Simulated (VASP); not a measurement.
## BN: single point with PBE

BN:

```
CELL_PARAMETERS angstrom
0.00000 -1.81235 -1.81235
0.00000 1.81235 -1.81235
3.62470 0.00000 0.00000
ATOMIC_POSITIONS crystal
B 0.50000 0.50000 0.50000
B 0.00000 0.00000 0.00000
N 0.00000 0.50000 0.25000
N 0.50000 0.00000 0.75000
```

```
Program                : VASP 6.6.1
Task                   : single point
Functional             : PBE
Potentials or basis    : VASP PAW PBE potentials, release 64 (B, N)
Cutoff                 : 520 eV
k mesh                 : 8 × 8 × 6
Occupations            : gaussian, width 0.05 eV
Spin                   : no spin polarisation
Dipole correction      : no
Further INCAR settings : ALGO = Normal; EDIFF = 1e-06; NBANDS = 16
```

```json
{"Pressure": "0.2 GPa", "Band gap on the k mesh": "4.45 eV"}
```

Levels at points of the mesh, in eV from the valence-band top:
| k point | band 5 | band 6 | band 7 | band 8 | band 9 | band 10 | band 11 | band 12 |
| --- | --- | --- | --- | --- | --- | --- | --- | --- |
| (0.00, 0.00, 0.00) | -4.86 | 0.00 | 0.00 | 0.00 | 4.45 | 8.78 | 8.78 | 8.78 |
| (0.50, 0.00, 0.00) | -5.55 | -5.55 | -2.08 | -2.08 | 9.68 | 9.68 | 12.10 | 12.10 |
| (0.50, 0.50, 0.00) | -4.86 | -4.86 | -4.86 | -4.86 | 4.45 | 4.45 | 9.19 | 9.19 |
| (0.00, 0.00, 0.50) | -2.99 | -2.99 | -2.99 | -2.99 | 6.76 | 6.76 | 11.47 | 11.47 |
| (0.50, 0.00, 0.50) | -1.93 | -1.93 | -1.93 | -1.93 | 10.04 | 10.04 | 10.66 | 10.66 |
| (0.50, 0.50, 0.50) | -6.90 | -6.90 | -6.45 | -6.45 | 9.56 | 9.56 | 13.21 | 13.21 |

It used 13 s of CPU time on 1 thread of Intel(R) Xeon(R) Platinum 8488C (Sapphire Rapids) (shared host).

A k mesh can miss the band edges. PBE gaps usually lie below the measured ones, often by a third to a half.
